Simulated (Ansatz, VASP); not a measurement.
KVF3 in VASP and in Ansatz

```
CELL_PARAMETERS angstrom
4.13100 0.00000 0.00000
0.00000 4.13100 0.00000
0.00000 0.00000 4.13100
ATOMIC_POSITIONS crystal
K 0.00000 0.00000 0.00000
V 0.50000 0.50000 0.50000
F 0.50000 0.50000 0.00000
F 0.00000 0.50000 0.50000
F 0.50000 0.00000 0.50000
```

Alike in both runs: task single point; functional LDA; k mesh 5 × 5 × 5; occupations gaussian, width 0.05 eV; no spin polarisation; Hubbard terms V d U = 3.0 eV.

|  | VASP | Ansatz |
| --- | --- | --- |
| version | VASP 6.6.1 | Ansatz 0.2.0 |
| potentials or method | VASP PAW LDA potentials, release 64 (K_sv, V_sv, F), cutoff 520 eV | scalar-relativistic, plane waves, PAW |
| valence electrons in the cell | 43 | 43 |

Ansatz gave:

```
gap on the k mesh at the Fermi level (eV) : none
pressure (GPa)                            : -9.0
```

Problem. Estimate VASP's values.

Solution. gap on the k mesh at the Fermi level (eV): none; pressure (GPa): -7.9.

LDA's correlation is that of Perdew and Zunger in VASP and of Perdew and Wang (1992) in Ansatz. The programs project onto different local orbitals, so the same U acts differently, and such runs can settle in different states. A gap of «none» marks a metal or a gap that the smearing closes. Ansatz's warnings: filled band counts differ across k points.
